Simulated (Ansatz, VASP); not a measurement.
## One calculation of Nb, two programs

```
Nb
1.0
     3.03573    0.00000    0.00000
    -1.51787    2.62902    0.00000
     0.00000    0.00000    9.79084
Nb
4
Cartesian
  0.0000 0.0000 0.0000
  0.0000 0.0000 4.8954
  0.0000 1.7527 7.3431
  1.5179 0.8763 2.4477
```

Alike in both runs: task relaxation of cell and atoms; functional PBEsol; k mesh 6 × 6 × 2; occupations gaussian, width 0.1 eV; no spin polarisation.

```csv
,VASP,Ansatz
version,VASP 6.6.1,Ansatz 0.2.0
potentials or method,"VASP PAW PBE potentials, release 64 (Nb_sv), cutoff 600 eV","scalar-relativistic, plane waves, PAW"
valence electrons in the cell,52,52
```

Ansatz gave:

| Item | Value |
| --- | --- |
| gap on the k mesh at the Fermi level, each at its own relaxed structure (eV) | none |
| relaxed volume (Å³/atom) | 17.90 |
| relaxed cell length with the largest relative difference (Å) | 10.507 |

Which values does VASP return?

gap on the k mesh at the Fermi level, each at its own relaxed structure (eV): none; relaxed volume (Å³/atom): 17.86; relaxed cell length with the largest relative difference (Å): 10.481.

VASP's potentials were made for PBE, not for PBEsol. A gap of «none» marks a metal or a gap that the smearing closes.

The k mesh is coarse, so the values compare programs but aren't converged.
